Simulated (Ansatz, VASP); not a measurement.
CuAg4Au7: VASP beside Ansatz

```
Cu Ag Au
1.0
    -4.16067   -4.19862    0.00850
    -0.00634    4.19644    4.20037
    -3.97207    4.01575   -4.01407
Cu Ag Au
1 4 7
Direct
  0.33281 0.66665 0.66614
  0.83280 0.16667 0.66614
  0.33285 0.16667 0.66614
  0.00140 0.50072 0.99624
  0.66420 0.83255 0.33604
  0.49557 0.99366 0.99329
  0.00071 0.00073 0.00401
  0.66493 0.33257 0.32828
  0.17008 0.33969 0.33901
  0.49483 0.50394 0.98852
  0.83282 0.66661 0.66614
  0.17084 0.82935 0.34377
```

Alike in both runs: functional PBE; k mesh 4 × 4 × 3; occupations gaussian, width 0.1 eV; no spin polarisation.

Ansatz relaxed the structure, and its values are those at the end. VASP's run is a single point on that final structure, the one shown.

|  | VASP | Ansatz |
| --- | --- | --- |
| version | VASP 6.6.1 | Ansatz 0.2.0 |
| potentials or method | VASP PAW PBE potentials, release 64 (Cu, Ag, Au), cutoff 520 eV | scalar-relativistic, plane waves, PAW |
| valence electrons in the cell | 132 | 228 |

```tsv
	VASP	Ansatz	Ansatz less VASP
gap on the k mesh at the Fermi level (eV)	none	none	-
pressure (GPa)	-0.3	-0.1	+0.18
rms of the force components (eV/Å)	0.015	0.015	+0.0006
```

A gap of «none» marks a metal or a gap that the smearing closes. VASP's potentials hold 132 valence electrons a cell and Ansatz's 228, so a difference there can come from the potentials and not from the codes.

Neither program's run includes spin-orbit coupling.
